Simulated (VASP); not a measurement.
# BAs (F-43m) in VASP: density of states with PBE

Aim: the density of states of BAs with PBE.

All numbers are computed with VASP 6.6.1; they aren't measurements. Logs are shortened: lines on timing, memory, paths and dates and some standing lists are left out, and cuts for length are marked.

### 1 The cell of the first run

The structure is cubic, space group F-43m (No. 216). The conventional cell has a = 4.808 Å, b = 4.808 Å, c = 4.808 Å, α = 90.00°, β = 90.00°, γ = 90.00°. B (site symmetry -43m) has 4 As at 2.08 Å within 2.8 Å. Within 2.8 Å of As (site symmetry -43m) lie 4 B at 2.08 Å.

### 2 Density of states, PBE

POSCAR reads:

```
BAs
1.0
    0.0000000000      2.4037551284      2.4037551284
    2.4037551284      0.0000000000      2.4037551284
    2.4037551284      2.4037551284      0.0000000000
B As
1 1
Direct
    0.0000000000      0.0000000000      0.0000000000
    0.7500000000      0.7500000000      0.7500000000
```

INCAR.step1 reads:

```
SYSTEM = BAs
ALGO = Normal ; EDIFF = 1E-6
ENCUT = 520 ; GGA = PE
ISIF = 2 ; ISMEAR = 0
LASPH = .TRUE. ; LCHARG = .TRUE.
LREAL = .FALSE. ; LWAVE = .FALSE.
NBANDS = 11 ; NELM = 100
PREC = Accurate ; SIGMA = 0.05
```

KPOINTS.step1 reads:

```
k-points
0
G
  12 12 12
  0 0 0
```

INCAR.step2 reads:

```
SYSTEM = BAs
ALGO = Normal ; EDIFF = 1E-6
ENCUT = 520 ; GGA = PE
ICHARG = 11 ; ISIF = 2
ISMEAR = -5 ; LASPH = .TRUE.
LCHARG = .FALSE. ; LORBIT = 11
LREAL = .FALSE. ; LWAVE = .FALSE.
NEDOS = 1001 ; NELM = 100
PREC = Accurate ; SIGMA = 0.05
```

KPOINTS.step2 reads:

```
k-points
0
G
  18 18 18
  0 0 0
```

Potentials or basis: VASP PAW PBE potentials, release 64 (B, As).

Command:

```console
> cat potpaw_PBE.64/B/POTCAR potpaw_PBE.64/As/POTCAR > POTCAR
> cp INCAR.step1 INCAR
> cp KPOINTS.step1 KPOINTS
> mpirun -np 1 vasp_std > vasp.out
> cp INCAR.step2 INCAR
> cp KPOINTS.step2 KPOINTS
> mpirun -np 1 vasp_std > vasp.out
```

OUTCAR:

```text
SYSTEM = BAs
   EDIFF = 1E-6
   ENCUT = 520
   GGA = PE
   ICHARG = 11
   ISIF = 2
   ISMEAR = -5
   LASPH = .TRUE.
   LORBIT = 11
   LREAL = .FALSE.
   NELM = 100
   PREC = Accurate

 ion  position               nearest neighbor table
   1  0.000  0.000  0.000-   2 2.08   2 2.08   2 2.08   2 2.08
   2  0.750  0.750  0.750-   1 2.08   1 2.08   1 2.08   1 2.08

  LATTYP: Found a face centered cubic cell.
 ALAT       =     4.8075102568

  Lattice vectors:

 A1 = (   0.0000000000,   2.4037551284,   2.4037551284)
 A2 = (   2.4037551284,   0.0000000000,   2.4037551284)
 A3 = (   2.4037551284,   2.4037551284,   0.0000000000)

Analysis of symmetry for initial positions (statically):
=====================================================================
 Subroutine PRICEL returns:
 Original cell was already a primitive cell.

 Routine SETGRP: Setting up the symmetry group for a
 face centered cubic supercell.

 Subroutine GETGRP returns: Found 24 space group operations
 (whereof 24 operations were pure point group operations)
 out of a pool of 48 trial point group operations.

The static configuration has the point symmetry T_d .

Analysis of symmetry for dynamics (positions and initial velocities):
=====================================================================
 Subroutine PRICEL returns:
 Original cell was already a primitive cell.

 Routine SETGRP: Setting up the symmetry group for a
 face centered cubic supercell.

 Subroutine GETGRP returns: Found 24 space group operations
 (whereof 24 operations were pure point group operations)
 out of a pool of 48 trial point group operations.

The dynamic configuration has the point symmetry T_d .

 Subroutine INISYM returns: Found 24 space group operations
 (whereof 24 operations are pure point group operations),
 and found     1 'primitive' translations

----------------------------------------------------------------------------------------

                                     Primitive cell

  volume of cell :      27.7780

  direct lattice vectors                    reciprocal lattice vectors
     0.000000000  2.403755128  2.403755128    -0.208007877  0.208007877  0.208007877
     2.403755128  0.000000000  2.403755128     0.208007877 -0.208007877  0.208007877
     2.403755128  2.403755128  0.000000000     0.208007877  0.208007877 -0.208007877

  length of vectors
     3.399423103  3.399423103  3.399423103     0.360280211  0.360280211  0.360280211

  position of ions in fractional coordinates (direct lattice)
     0.000000000  0.000000000  0.000000000
     0.750000000  0.750000000  0.750000000

  ion indices of the primitive-cell ions
   primitive index   ion index
                 1           1
                 2           2

----------------------------------------------------------------------------------------

 KPOINTS: k-points

Automatic generation of k-mesh.
 Grid dimensions read from file:
 generate k-points for:   18   18   18

 Generating k-lattice:

  Cartesian coordinates                     Fractional coordinates (reciprocal lattice)
    -0.011555993  0.011555993  0.011555993     0.055555556  0.000000000  0.000000000
     0.011555993 -0.011555993  0.011555993     0.000000000  0.055555556  0.000000000
     0.011555993  0.011555993 -0.011555993     0.000000000  0.000000000  0.055555556

  Length of vectors
     0.020015567  0.020015567  0.020015567

  Shift w.r.t. Gamma in fractional coordinates (k-lattice)
     0.000000000  0.000000000  0.000000000

 TETIRR: Found    806 inequivalent tetrahedra from    34992

 Subroutine IBZKPT returns following result:
 ===========================================

 Found    195 irreducible k-points:

 Following reciprocal coordinates:
            Coordinates               Weight
  0.000000  0.000000  0.000000      1.000000
  0.055556  0.000000  0.000000      8.000000
  0.111111  0.000000  0.000000      8.000000
  0.166667  0.000000  0.000000      8.000000
  0.222222  0.000000  0.000000      8.000000
  0.277778  0.000000  0.000000      8.000000
[... 16 lines left out ...]
 -0.277778  0.055556  0.000000     24.000000
 -0.222222  0.055556  0.000000     24.000000
 [... further k-points ...]
   k-points           NKPTS =    195   k-points in BZ     NKDIM =    195   number of bands    NBANDS=      8
   number of dos      NEDOS =   1001   number of ions     NIONS =      2
   total plane-waves  NPLWV =  21952
   dimension x,y,z NGX =    28 NGY =   28 NGZ =   28
   dimension x,y,z NGXF=    56 NGYF=   56 NGZF=   56
   ions per type =               1   1
   NGX,Y,Z   is equivalent  to a cutoff of  13.69, 13.69, 13.69 a.u.
   NGXF,Y,Z  is equivalent  to a cutoff of  27.39, 27.39, 27.39 a.u.
 SYSTEM =  BAs
   PREC   = accura    normal or accurate (medium, high low for compatibility)
   ISTART =      0    job   : 0-new  1-cont  2-samecut
   ICHARG =     11    charge: 1-file 2-atom 10-const
   ISPIN  =      1    spin polarized calculation?
   LNONCOLLINEAR =      F non collinear calculations
   LSORBIT =      F    spin-orbit coupling
   LASPH  =      T    aspherical Exc in radial PAW
   ENCUT  =  520.0 eV  38.22 Ry    6.18 a.u.   6.32  6.32  6.32*2*pi/ulx,y,z
   NELM   =    100;   NELMIN=  2; NELMDL=  0     # of ELM steps
   EDIFF  = 0.1E-05   stopping-criterion for ELM
   LREAL  =      F    real-space projection
   EDIFFG = 0.1E-04   stopping-criterion for IOM
   NSW    =      0    number of steps for IOM
   IBRION =     -1    ionic relax: 0-MD 1-quasi-New 2-CG
   NFREE  =      0    steps in history (QN), initial steepest desc. (CG)
   ISIF   =      2    stress and relaxation
   ISYM   =      2    0-nonsym 1-usesym 2-fastsym
   POTIM  = 0.5000    time-step for ionic-motion
   TEBEG  =    0.0;   TEEND  =   0.0 temperature during run
   PSTRESS=    0.0 pullay stress
   NELECT =       8.0000    total number of electrons
   NUPDOWN=      -1.0000    fix difference up-down
   EMIN   =  10.00;   EMAX   =-10.00  energy-range for DOS
   EFERMI =   0.00;   METHOD = LEGACY
   ISMEAR =    -5;   SIGMA  =   0.05  broadening in eV -4-tet -1-fermi 0-gaus
   EFERMI_NEDOS =   21; number of points for ismear=-14 and -15
   IALGO  =     38    algorithm
   IMIX   =      4    mixing-type and parameters
     AMIX     =   0.40;   BMIX     =  1.00
     AMIX_MAG =   1.60;   BMIX_MAG =  1.00
  volume/ion in A,a.u.               =      13.89        93.73
  Fermi-wavevector in a.u.,A,eV,Ry     =   1.081113  2.043008 15.902575  1.168806
  Thomas-Fermi vector in A             =   2.217122
   LORBIT       =     11    0 simple, 1 ext, 2 COOP (PROOUT), +10 PAW based schemes
   GGA     = PE    functional components
   LHFCALC =     F    Hartree Fock is set to
   AEXX    =    0.0000 exact exchange contribution
   IVDW    =     0    specifies the selected vdW correction
   LEPSILON=     F    determine dielectric tensor
   LRPA    =     F    only Hartree local field effects (RPA)
 non-spin polarized calculation
 Fermi weights with tetrahedron method with Bloechl corrections
  energy-cutoff  :      520.00
  volume of cell :       27.78
 maximum number of plane-waves:       763
 NGX is ok and might be reduce to    28

 number of electron       8.0000000 magnetization

 Free energy of the ion-electron system (eV)
  ---------------------------------------------------
  ext. energy  EPLUGINS =         0.00000000
  ---------------------------------------------------
  free energy    TOTEN  =       -11.41196477 eV

  energy without entropy =      -11.41196477  energy(sigma->0) =      -11.41196477

 E-fermi :   5.9278     XC(G=0): -10.5018

 val. band max:        5.9186881086   @ k =   0.0000   0.0000   0.0000
 cond. band min:       7.1131846463   @ k =   0.3889   0.3889   0.0000
 fundamental gap:      1.1944965377
 Fermi energy:         5.9278240433

 k-point     1 :       0.0000    0.0000    0.0000
  band No.  band energies     occupation
      1      -9.3113      2.00000
      2       5.9187      2.00000
      3       5.9187      2.00000
      4       5.9187      2.00000
      5       9.1679      0.00000
      6       9.1679      0.00000
      7       9.1679      0.00000
      8      10.3620      0.00000

 k-point     2 :       0.0556    0.0000    0.0000
  band No.  band energies     occupation
      1      -9.2614      2.00000
      2       5.4060      2.00000
      3       5.8177      2.00000
      4       5.8177      2.00000
      5       9.2637      0.00000
      6       9.3004      0.00000
      7       9.3004      0.00000
      8      10.6636      0.00000

 k-point     3 :       0.1111    0.0000    0.0000
  band No.  band energies     occupation
      1      -9.1123      2.00000
      2       4.2871      2.00000
      3       5.5653      2.00000
      4       5.5653      2.00000
      5       9.2591      0.00000
      6       9.6339      0.00000
      7       9.6339      0.00000
      8      11.4597      0.00000

 k-point     4 :       0.1667    0.0000    0.0000
  band No.  band energies     occupation
      1      -8.8665      2.00000
      2       2.9901      2.00000
      3       5.2505      2.00000
      4       5.2505      2.00000
      5       9.1288      0.00000
      6      10.0388      0.00000
      7      10.0388      0.00000
      8      12.3981      0.00000

 k-point     5 :       0.2222    0.0000    0.0000
  band No.  band energies     occupation
      1      -8.5289      2.00000
      2       1.6772      2.00000
      3       4.9364      2.00000
      4       4.9364      2.00000
      5       8.9634      0.00000
      6      10.3936      0.00000
      7      10.3936      0.00000
      8      13.2846      0.00000

 k-point     6 :       0.2778    0.0000    0.0000
  band No.  band energies     occupation
      1      -8.1091      2.00000
      2       0.4198      2.00000
      3       4.6571      2.00000
      4       4.6571      2.00000
      5       8.8052      0.00000
      6      10.6199      0.00000
      7      10.6199      0.00000
      8      14.0250      0.00000

 k-point     7 :       0.3333    0.0000    0.0000
  band No.  band energies     occupation
      1      -7.6265      2.00000
      2      -0.7333      2.00000
      3       4.4300      2.00000
      4       4.4300      2.00000
      5       8.6734      0.00000
      6      10.7095      0.00000
      7      10.7095      0.00000
      8      14.5110      0.00000
[... 133 lines left out ...]
 k-point    20 :      -0.4444    0.0556    0.0000
  band No.  band energies     occupation
      1      -6.5544      2.00000
      2      -2.5685      2.00000
      3       3.7682      2.00000
      4       4.1115      2.00000
      5       8.7618      0.00000
      6      10.6669      0.00000
      7      10.7910      0.00000
      8      14.8580      0.00000

 k-point    21 :      -0.3889    0.0556    0.0000
  band No.  band energies     occupation
      1      -6.9239      2.00000
      2      -1.9702      2.00000
      3       3.7773      2.00000
      4       4.2659      2.00000
      5       8.8080      0.00000
      6      10.7287      0.00000
      7      10.7751      0.00000
      8      14.7700      0.00000

 k-point    22 :      -0.3333    0.0556    0.0000
  band No.  band energies     occupation
      1      -7.4164      2.00000
      2      -1.0567      2.00000
      3       3.8597      2.00000
      4       4.4813      2.00000
      5       8.8915      0.00000
      6      10.6537      0.00000
      7      10.8772      0.00000
      8      14.5078      0.00000

 k-point    23 :      -0.2778    0.0556    0.0000
  band No.  band energies     occupation
      1      -7.9115      2.00000
      2       0.0435      2.00000
      3       4.0155      2.00000
      4       4.7488      2.00000
      5       9.0085      0.00000
      6      10.5152      0.00000
      7      10.9082      0.00000
      8      14.0285      0.00000

 k-point    24 :      -0.2222    0.0556    0.0000
  band No.  band energies     occupation
      1      -8.3544      2.00000
      2       1.2609      2.00000
      3       4.2427      2.00000
      4       5.0544      2.00000
      5       9.1500      0.00000
      6      10.2682      0.00000
      7      10.7881      0.00000
      8      13.4008      0.00000

 [... further k-points ...]

------------------------ aborting loop because EDIFF is reached ----------------------------------------

  FORCE on cell =-STRESS in cart. coord.  units (eV):
  Direction    XX          YY          ZZ          XY          YZ          ZX
  --------------------------------------------------------------------------------------
  -------------------------------------------------------------------------------------
  Total        0.1280422      0.1280422      0.1280422     -0.0000000      0.0000000     -0.0000000
  in kB        7.3852119      7.3852119      7.3852119     -0.0000000      0.0000000     -0.0000000
  external PRESSURE =       7.3852119 kB  Pullay stress =       0.0000000 kB

 VOLUME and BASIS-vectors are now :
 -----------------------------------------------------------------------------
  energy-cutoff  :      520.00
  volume of cell :       27.78
      direct lattice vectors                 reciprocal lattice vectors
     0.000000000  2.403755128  2.403755128    -0.208007877  0.208007877  0.208007877
     2.403755128  0.000000000  2.403755128     0.208007877 -0.208007877  0.208007877
     2.403755128  2.403755128  0.000000000     0.208007877  0.208007877 -0.208007877

 POSITION                                       TOTAL-FORCE (eV/Angst)
 -----------------------------------------------------------------------------------
      0.00000      0.00000      0.00000         0.000000      0.000000      0.000000
      3.60563      3.60563      3.60563        -0.000000     -0.000000     -0.000000
 -----------------------------------------------------------------------------------
    total drift:                                0.000000      0.000000      0.000000

  FREE ENERGIE OF THE ION-ELECTRON SYSTEM (eV)
  ---------------------------------------------------
  free  energy   TOTEN  =       -11.4119647719 eV

  energy  without entropy=      -11.4119647719  energy(sigma->0) =      -11.41196477

 total charge

# of ion       s       p       d       tot
------------------------------------------
    1        0.657   1.159   0.000   1.817
    2        1.173   1.646   0.085   2.905
--------------------------------------------------
tot          1.831   2.806   0.085   4.721
```

Wall time 85 s (1 thread of Intel Xeon 6975P-C, shared host); peak memory 0.19 GiB.

Results:

- Valence electrons inside the program's atomic spheres: B 1.82; As 2.90
